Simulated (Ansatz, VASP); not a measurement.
## Zr3O in VASP and in Ansatz

INCAR

```
ALGO     = Normal         # electronic algorithm
EDIFF    = 1E-7           # SCF threshold, eV
ENCUT    = 520            # plane-wave cutoff, eV
GGA      = PS             # functional
ISIF     = 2              # what is computed and relaxed
ISMEAR   = 0              # smearing method
LASPH    = True           # aspherical terms in the spheres
LCHARG   = True           # write CHGCAR
LELF     = True           # ELF
LREAL    = False          # projectors in reciprocal space
LVHAR    = True         
LWAVE    = False          # write WAVECAR
NBANDS   = 52             # bands
NELM     = 60             # most SCF steps
PREC     = Accurate       # precision mode
SIGMA    = 0.15           # smearing width, eV
```

KPOINTS

```
k-points
0
Gamma
  9 9 8
```

File POSCAR:

```
Zr3O
1.0
    5.5842861704      0.0000000000      0.0000000000
   -2.7921430852      4.8361336855      0.0000000000
    0.0000000000      0.0000000000      5.1557455174
Zr O
6 2
Direct
    0.3394720281      0.0000000000      0.0000000000
    0.3394720281      0.3394720281      0.5000000000
    0.0000000000      0.3394720281      0.0000000000
    0.6605279719      0.0000000000      0.5000000000
    0.6605279719      0.6605279719      0.0000000000
    0.0000000000      0.6605279719      0.5000000000
    0.3333333333      0.6666666667      0.2500000000
    0.6666666667      0.3333333333      0.7500000000
```

Input for Ansatz:

```yaml
crystal:
  lattice:
    - [5.5842861704, 0.0, 0.0]
    - [-2.7921430852, 4.8361336855, 0.0]
    - [0.0, 0.0, 5.1557455174]
  atoms:
    - { symbol: Zr, position: [0.3394720281, 0.0, 0.0] }
    - { symbol: Zr, position: [0.3394720281, 0.3394720281, 0.5] }
    - { symbol: Zr, position: [0.0, 0.3394720281, 0.0] }
    - { symbol: Zr, position: [0.6605279719, 0.0, 0.5] }
    - { symbol: Zr, position: [0.6605279719, 0.6605279719, 0.0] }
    - { symbol: Zr, position: [0.0, 0.6605279719, 0.5] }
    - { symbol: O, position: [0.3333333333, 0.6666666667, 0.25] }
    - { symbol: O, position: [0.6666666667, 0.3333333333, 0.75] }
basis:
  ecutwfc: 520.0
kpoints:
  mp_grid: { grid: [9, 9, 8] }
hamiltonian:
  xc: pbesol
  pseudopotentials: { kind: paw, azcp: { folder: soft_1 } }
scf:
  occupations: { method: gaussian, width: 0.15 }
output:
  forces: true
  stress: true
  eigenvalues: true
  write_density: true
  write_potential: true
  elf: true
  volumetric_format: npy
```

Alike in both runs: task single point; functional PBEsol; k mesh 9 × 9 × 8; occupations gaussian, width 0.15 eV; no spin polarisation.

|  | VASP | Ansatz |
| --- | --- | --- |
| version | VASP 6.6.1 | Ansatz 0.2.0 |
| potentials or method | VASP PAW PBE potentials, release 64 (Zr_sv, O), cutoff 520 eV | scalar-relativistic, plane waves, PAW |
| valence electrons in the cell | 84 | 84 |

Ansatz gave:

| Quantity | Value |
| --- | --- |
| gap on the k mesh at the Fermi level (eV) | none |
| pressure (GPa) | 0.1 |
| traceless stress, the component that is largest in VASP (GPa) | 0.06 |
| rms of the force components (eV/Å) | 0.007 |

Task: Which values does VASP return?

Result: gap on the k mesh at the Fermi level (eV): none; pressure (GPa): 0.2; traceless stress, the component that is largest in VASP (GPa): 0.07; rms of the force components (eV/Å): 0.001.

VASP's potentials were made for PBE, not for PBEsol, and Ansatz warns of the same on its side. Atom by atom the forces differ by 0.006 eV/Å (rms over components). A gap of «none» marks a metal or a gap that the smearing closes. With one functional, cell and mesh, what is left measures potentials, basis and numerics.
